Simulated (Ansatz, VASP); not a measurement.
**CdS: VASP beside Ansatz**

```
CELL_PARAMETERS angstrom
0.10921 2.79463 2.87273
2.97310 0.04828 2.93366
2.93532 2.81777 0.08607
ATOMIC_POSITIONS crystal
Cd 0.99862 0.00045 0.00302
S 0.25648 0.24997 0.24656
```

Alike in both runs: task single point; functional PBE; k mesh 4 × 4 × 4; no spin polarisation.

```csv
,VASP,Ansatz
version,VASP 6.6.1,Ansatz 0.2.0
potentials or method,"VASP PAW PBE potentials, release 64 (Cd, S), cutoff 520 eV","plane waves, PAW"
occupations,"gaussian, width 0.01 eV",fixed
valence electrons in the cell,18,26
```

|  | VASP | Ansatz | Ansatz less VASP |
| --- | --- | --- | --- |
| pressure (GPa) | 9.6 | 9.1 | -0.51 |
| traceless stress, the component that is largest in VASP (GPa) | -3.91 | -3.83 | +0.083 |
| rms of the force components (eV/Å) | 0.413 | 0.401 | -0.0126 |

Atom by atom the forces differ by 0.013 eV/Å (rms over components). VASP's potentials hold 18 valence electrons a cell and Ansatz's 26, so a difference there can come from the potentials and not from the codes. Ansatz's warnings: stress scf threshold loose.

The k mesh is coarse, so the values compare programs but aren't converged.
